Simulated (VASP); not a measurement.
Runs of VASP 6.6.1 on AlRu. The structure is that of space group Pm-3m (No. 221), or close to it. The cells are those of the table. 

| task | cell | k mesh | cutoff (eV) | smearing | gap on the mesh (eV) | pressure (GPa) | relaxed volume (Å³/atom) |
| --- | --- | --- | --- | --- | --- | --- | --- |
| single point | a = 2.954 Å, 2 atoms | 20 × 20 × 20 | 520 | gaussian 0.1 eV | none | (b) | - |
| relaxation of cell and atoms | relaxed from a = 2.954 Å, 2 atoms | 20 × 20 × 20 | 600 | fermi-dirac 0.15 eV | none | 0.0 | 12.94 |
| single point | a = 2.982 Å, 2 atoms | 6 × 6 × 6 | 520 | gaussian 0.1 eV | none | -5.9 | - |
| single point | a = 2.956 Å, 2 atoms | 20 × 20 × 20 | 520 | fermi-dirac 0.15 eV | none | (a) | - |
| relaxation of cell and atoms | relaxed from a = 2.982 Å, 2 atoms | 20 × 20 × 20 | 600 | gaussian 0.1 eV | none | 0.0 | 12.92 |

Alike in all rows: level LDA; potentials or basis VASP PAW LDA potentials, release 64 (Al, Ru_pv); no spin polarisation.

Question: Fill in the values left out.

Answer: (a) 0.6; (b) 0.5.

Caveats: the cell stands under tension (at least some runs).

A k mesh can miss the band edges, and the runs leave out spin-orbit coupling on Ru.

A gap of «none» marks levels without a gap at the run's occupations.
